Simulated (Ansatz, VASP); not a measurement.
# NbSnTe4: VASP beside Ansatz

```
CELL_PARAMETERS angstrom
3.71020 0.00000 0.00000
0.00000 3.71020 0.00000
0.00000 0.00000 14.23291
ATOMIC_POSITIONS crystal
Nb 0.50000 0.50000 0.50000
Sn 0.00000 0.00000 0.00000
Te 0.50000 0.50000 0.18097
Te 0.00000 0.00000 0.65245
Te 0.00000 0.00000 0.34755
Te 0.50000 0.50000 0.81903
```

Change from the starting cell: species swapped into the Ti4CuAg type (P4/mmm, No. 123).

Alike in both runs: task relaxation of cell and atoms; functional PBE; k mesh 6 × 6 × 2; occupations gaussian, width 0.1 eV; no spin polarisation.

|  | VASP | Ansatz |
| --- | --- | --- |
| version | VASP 6.6.1 | Ansatz 0.2.0 |
| potentials or method | VASP PAW PBE potentials, release 64 (Nb_sv, Sn_d, Te), cutoff 600 eV | scalar-relativistic, plane waves, PAW |
| valence electrons in the cell | 51 | 91 |

Ansatz gave:

```
gap on the k mesh at the Fermi level, each at its own relaxed structure (eV) : none
relaxed volume (Å³/atom)                                                     : 29.24
relaxed cell length with the largest relative difference (Å)                 : 14.881
```

**Question.** What did VASP give for the same quantities?

**Answer.** gap on the k mesh at the Fermi level, each at its own relaxed structure (eV): none; relaxed volume (Å³/atom): 29.67; relaxed cell length with the largest relative difference (Å): 15.111.

A gap of «none» marks a metal or a gap that the smearing closes. VASP's potentials hold 51 valence electrons a cell and Ansatz's 91, so a difference there can come from the potentials and not from the codes.

Spin-orbit coupling is off throughout.
